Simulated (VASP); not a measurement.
# Al (P6/mmm) in VASP: relaxation of cell and atoms with PBE

Aim: the relaxation of cell and atoms of Al with PBE.

Everything below comes from runs of VASP 6.6.1. Logs are shortened: lines on timing, memory, paths and dates and some standing lists are left out, and cuts for length are marked.

## Step 1: The cell of the first run

The structure is hexagonal, space group P6/mmm (No. 191). The conventional cell has a = 2.762 Å, b = 2.762 Å, c = 2.596 Å, α = 90.00°, β = 90.00°, γ = 120.00°. Al (site symmetry 6/mmm) has 8 Al at 2.60 to 2.76 Å within 3.4 Å.

## Step 2: Relaxation of cell and atoms, PBE

INCAR reads:

```
  PREC = Accurate
  ENCUT = 600
  EDIFF = 1E-6
  ISMEAR = -1
  SIGMA = 0.08
  LREAL = False
  LASPH = True
  NELM = 80
  ALGO = Normal
  ISIF = 3
  LWAVE = False
  LCHARG = False
  GGA = PE
  IBRION = 2
  NSW = 60
  EDIFFG = -0.005
```

KPOINTS reads:

```
regular mesh
0
Gamma
  16 16 15
```

POSCAR reads:

```
Al
1.0
    2.7615049113      0.0000000000      0.0000000000
   -1.3807524557      2.3915334059      0.0000000000
    0.0000000000      0.0000000000      2.5958146166
Al
1
Direct
    0.0000000000      0.0000000000      0.0000000000
```

Potentials or basis: VASP PAW PBE potentials, release 64 (Al).

Started as:

```
> cat potpaw_PBE.64/Al/POTCAR > POTCAR
> mpirun -np 1 vasp_std > vasp.out
```

OUTCAR:

```text
PREC = Accurate
   ENCUT = 600
   EDIFF = 1E-6
   ISMEAR = -1
   LREAL = False
   LASPH = True
   NELM = 80
   ISIF = 3
   GGA = PE
   IBRION = 2
   NSW = 60
   EDIFFG = -0.005

 ion  position               nearest neighbor table
   1  0.000  0.000  0.000-

  LATTYP: Found a hexagonal cell.
 ALAT       =     2.7615049113
 C/A-ratio  =     0.9400000000

  Lattice vectors:

 A1 = (   2.7615049113,   0.0000000000,   0.0000000000)
 A2 = (  -1.3807524557,   2.3915334059,   0.0000000000)
 A3 = (   0.0000000000,   0.0000000000,   2.5958146166)

Analysis of symmetry for initial positions (statically):
=====================================================================
 Subroutine PRICEL returns:
 Original cell was already a primitive cell.

 Routine SETGRP: Setting up the symmetry group for a
 hexagonal supercell.

 Subroutine GETGRP returns: Found 24 space group operations
 (whereof 24 operations were pure point group operations)
 out of a pool of 24 trial point group operations.

The static configuration has the point symmetry D_6h.

Analysis of symmetry for dynamics (positions and initial velocities):
=====================================================================
 Subroutine PRICEL returns:
 Original cell was already a primitive cell.

 Routine SETGRP: Setting up the symmetry group for a
 hexagonal supercell.

 Subroutine GETGRP returns: Found 24 space group operations
 (whereof 24 operations were pure point group operations)
 out of a pool of 24 trial point group operations.

The dynamic configuration has the point symmetry D_6h.

 Subroutine INISYM returns: Found 24 space group operations
 (whereof 24 operations are pure point group operations),
 and found     1 'primitive' translations

----------------------------------------------------------------------------------------

                                     Primitive cell

  volume of cell :      17.1434

  direct lattice vectors                    reciprocal lattice vectors
     2.761504911  0.000000000  0.000000000     0.362121391  0.209070883  0.000000000
    -1.380752456  2.391533406  0.000000000     0.000000000  0.418141765  0.000000000
     0.000000000  0.000000000  2.595814617     0.000000000  0.000000000  0.385235522

  length of vectors
     2.761504911  2.761504911  2.595814617     0.418141765  0.418141765  0.385235522

  position of ions in fractional coordinates (direct lattice)
     0.000000000  0.000000000  0.000000000

  ion indices of the primitive-cell ions
   primitive index   ion index
                 1           1

----------------------------------------------------------------------------------------

 KPOINTS: regular mesh

Automatic generation of k-mesh.
 Grid dimensions read from file:
 generate k-points for:   16   16   15

 Generating k-lattice:

  Cartesian coordinates                     Fractional coordinates (reciprocal lattice)
     0.022632587  0.013066930  0.000000000     0.062500000  0.000000000  0.000000000
     0.000000000  0.026133860  0.000000000     0.000000000  0.062500000  0.000000000
     0.000000000  0.000000000  0.025682368     0.000000000  0.000000000  0.066666667

  Length of vectors
     0.026133860  0.026133860  0.025682368

  Shift w.r.t. Gamma in fractional coordinates (k-lattice)
     0.000000000  0.000000000  0.000000000

 Subroutine IBZKPT returns following result:
 ===========================================

 Found    240 irreducible k-points:

 Following reciprocal coordinates:
            Coordinates               Weight
  0.000000  0.000000  0.000000      1.000000
  0.062500  0.000000  0.000000      6.000000
  0.125000  0.000000  0.000000      6.000000
  0.187500 -0.000000  0.000000      6.000000
  0.250000  0.000000  0.000000      6.000000
  0.312500 -0.000000  0.000000      6.000000
[... 16 lines left out ...]
  0.187500  0.187500  0.000000      6.000000
  0.250000  0.187500  0.000000     12.000000
 [... further k-points ...]
   k-points           NKPTS =    240   k-points in BZ     NKDIM =    240   number of bands    NBANDS=      5
   number of dos      NEDOS =    301   number of ions     NIONS =      1
   total plane-waves  NPLWV =  13824
   dimension x,y,z NGX =    24 NGY =   24 NGZ =   24
   dimension x,y,z NGXF=    48 NGYF=   48 NGZF=   48
   ions per type =               1
   NGX,Y,Z   is equivalent  to a cutoff of  14.45, 14.45, 15.37 a.u.
   NGXF,Y,Z  is equivalent  to a cutoff of  28.90, 28.90, 30.74 a.u.
 SYSTEM =  unknown system
   PREC   = accura    normal or accurate (medium, high low for compatibility)
   ISTART =      0    job   : 0-new  1-cont  2-samecut
   ICHARG =      2    charge: 1-file 2-atom 10-const
   ISPIN  =      1    spin polarized calculation?
   LNONCOLLINEAR =      F non collinear calculations
   LSORBIT =      F    spin-orbit coupling
   LASPH  =      T    aspherical Exc in radial PAW
   ENCUT  =  600.0 eV  44.10 Ry    6.64 a.u.   5.52  5.52  5.18*2*pi/ulx,y,z
   NELM   =     80;   NELMIN=  2; NELMDL= -5     # of ELM steps
   EDIFF  = 0.1E-05   stopping-criterion for ELM
   LREAL  =      F    real-space projection
   EDIFFG = -.5E-02   stopping-criterion for IOM
   NSW    =     60    number of steps for IOM
   IBRION =      2    ionic relax: 0-MD 1-quasi-New 2-CG
   NFREE  =      1    steps in history (QN), initial steepest desc. (CG)
   ISIF   =      3    stress and relaxation
   ISYM   =      2    0-nonsym 1-usesym 2-fastsym
   POTIM  = 0.5000    time-step for ionic-motion
   TEBEG  =    0.0;   TEEND  =   0.0 temperature during run
   PSTRESS=    0.0 pullay stress
   NELECT =       3.0000    total number of electrons
   NUPDOWN=      -1.0000    fix difference up-down
   EMIN   =  10.00;   EMAX   =-10.00  energy-range for DOS
   EFERMI =   0.00;   METHOD = LEGACY
   ISMEAR =    -1;   SIGMA  =   0.08  broadening in eV -4-tet -1-fermi 0-gaus
   EFERMI_NEDOS =   21; number of points for ismear=-14 and -15
   IALGO  =     38    algorithm
   IMIX   =      4    mixing-type and parameters
     AMIX     =   0.40;   BMIX     =  1.00
     AMIX_MAG =   1.60;   BMIX_MAG =  1.00
  volume/ion in A,a.u.               =      17.14       115.69
  Fermi-wavevector in a.u.,A,eV,Ry     =   0.915693  1.730409 11.408401  0.838494
  Thomas-Fermi vector in A             =   2.040464
   LORBIT       =      0    0 simple, 1 ext, 2 COOP (PROOUT), +10 PAW based schemes
   GGA     = PE    functional components
   LHFCALC =     F    Hartree Fock is set to
   AEXX    =    0.0000 exact exchange contribution
   IVDW    =     0    specifies the selected vdW correction
   LEPSILON=     F    determine dielectric tensor
   LRPA    =     F    only Hartree local field effects (RPA)
 conjugate gradient relaxation of ions
 non-spin polarized calculation
  energy-cutoff  :      600.00
  volume of cell :       17.14
 maximum number of plane-waves:       599
 NGX is ok and might be reduce to    24
   NGX = 11   NGY = 11   NGZ = 11

--------------------------------------- Ionic step        1  -------------------------------------------

 number of electron       3.0000000 magnetization

 Free energy of the ion-electron system (eV)
  ---------------------------------------------------
  ext. energy  EPLUGINS =         0.00000000
  ---------------------------------------------------
  free energy    TOTEN  =        -3.47138484 eV

  energy without entropy =       -3.46142126  energy(sigma->0) =       -3.46640305

 E-fermi :   7.3386     XC(G=0): -10.0265

 val. band max:        7.3012047378   @ k =   0.3125   0.1875   0.4667
 cond. band min:       7.3555632641   @ k =   0.5000   0.0000   0.4667
 fundamental gap:      0.0543585263
 Fermi energy:         7.3386326578

 k-point     1 :       0.0000    0.0000    0.0000
  band No.  band energies     occupation
      1      -3.3235      2.00000
      2      15.7480      0.00000
      3      17.3651      0.00000
      4      20.0805      0.00000
      5      20.0805      0.00000

 k-point     2 :       0.0625    0.0000    0.0000
  band No.  band energies     occupation
      1      -3.2225      2.00000
      2      15.5613      0.00000
      3      17.4489      0.00000
      4      18.3317      0.00000
      5      18.8482      0.00000
[... 169 lines left out ...]
 k-point    24 :       0.2500    0.1875    0.0000
  band No.  band energies     occupation
      1       0.3636      2.00000
      2       8.0187      0.00041
      3       9.4983      0.00000
      4      20.3970      0.00000
      5      20.4734      0.00000

 [... further k-points ...]
[... 5 lines left out ...]
  --------------------------------------------------------------------------------------
  -------------------------------------------------------------------------------------
  Total        0.3342660      0.3342660      1.7486697     -0.0000000     -0.0000000      0.0000000
  in kB       31.2397005     31.2397005    163.4264820     -0.0000000     -0.0000000      0.0000000
  external PRESSURE =      75.3019610 kB  Pullay stress =       0.0000000 kB
[... 230 lines left out ...]
  energy  without entropy=       -3.5216928525  energy(sigma->0) =       -3.52724844

--------------------------------------- Ionic step        8  -------------------------------------------

 number of electron       3.0000000 magnetization

 Free energy of the ion-electron system (eV)
  ---------------------------------------------------
  ext. energy  EPLUGINS =         0.00000000
  ---------------------------------------------------
  free energy    TOTEN  =        -3.53280536 eV

  energy without entropy =       -3.52168479  energy(sigma->0) =       -3.52724507

 E-fermi :   6.4809     XC(G=0):  -9.6935

 val. band max:        6.4779156899   @ k =   0.0625   0.0625   0.2667
 cond. band min:       6.4894973894   @ k =   0.3125   0.2500   0.2667
 fundamental gap:      0.0115816996
 Fermi energy:         6.4808853630

 k-point     1 :       0.0000    0.0000    0.0000
  band No.  band energies     occupation
      1      -3.6477      2.00000
      2      13.8199      0.00000
      3      13.9517      0.00000
      4      19.4284      0.00000
      5      19.4284      0.00000

 k-point     2 :       0.0625    0.0000    0.0000
  band No.  band energies     occupation
      1      -3.5481      2.00000
      2      13.7798      0.00000
      3      14.0369      0.00000
      4      17.5999      0.00000
      5      18.2072      0.00000
[... 169 lines left out ...]
 k-point    24 :       0.2500    0.1875    0.0000
  band No.  band energies     occupation
      1      -0.0084      2.00000
      2       7.5444      0.00000
      3       9.0019      0.00000
      4      17.1042      0.00000
      5      18.4946      0.00000

 [... further k-points ...]
[... 5 lines left out ...]
  --------------------------------------------------------------------------------------
  -------------------------------------------------------------------------------------
  Total       -0.0015707     -0.0015707     -0.0002312      0.0000000     -0.0000000      0.0000000
  in kB       -0.1340624     -0.1340624     -0.0197314      0.0000000     -0.0000000      0.0000000
  external PRESSURE =      -0.0959521 kB  Pullay stress =       0.0000000 kB
[... 16 lines left out ...]
  FREE ENERGIE OF THE ION-ELECTRON SYSTEM (eV)
  ---------------------------------------------------
  free  energy   TOTEN  =        -3.5328053554 eV

  energy  without entropy=       -3.5216847857  energy(sigma->0) =       -3.52724507

 reached required accuracy - stopping structural energy minimisation
```

Run time: 23 s. Hardware: 1 thread of Intel Xeon 6975P-C (Granite Rapids), shared host; peak memory 0.14 GiB.

Results:

```yaml
Free_energy: -3.5328 eV
Relaxed_volume: 18.77 Å³/atom
Relaxed_cell: a = 2.781 Å, b = 2.781 Å, c = 2.804 Å, α = 90.00°, β = 90.00°, γ = 120.00°
Space_group_after_relaxing_to_0.05_Å: P6/mmm (No. 191)
Energy_gained_by_relaxing: 61.4 meV/atom
Ionic_steps: 8
Pressure_after_relaxing: 0.0 GPa
```

The path:
```csv
step,energy change (eV),largest force (eV/Å),pressure (GPa),volume (Å³)
1,0.0000,0.0000,7.53,17.14
2,-0.0594,0.0000,-1.39,19.19
3,-0.0605,0.0000,-0.45,18.89
4,-0.0605,0.0000,-0.56,18.93
5,-0.0613,0.0000,-0.08,18.79
6,-0.0614,0.0000,0.12,18.73
7,-0.0614,0.0000,0.02,18.76
8,-0.0614,0.0000,-0.01,18.77
```

Final structure:
```yaml
crystal:
  lattice:
    - [2.78055, 0.00000, 0.00000]
    - [-1.39028, 2.40803, 0.00000]
    - [0.00000, 0.00000, 2.80358]
  atoms:
    - { symbol: Al, position: [0.00000, 0.00000, 0.00000] }
```
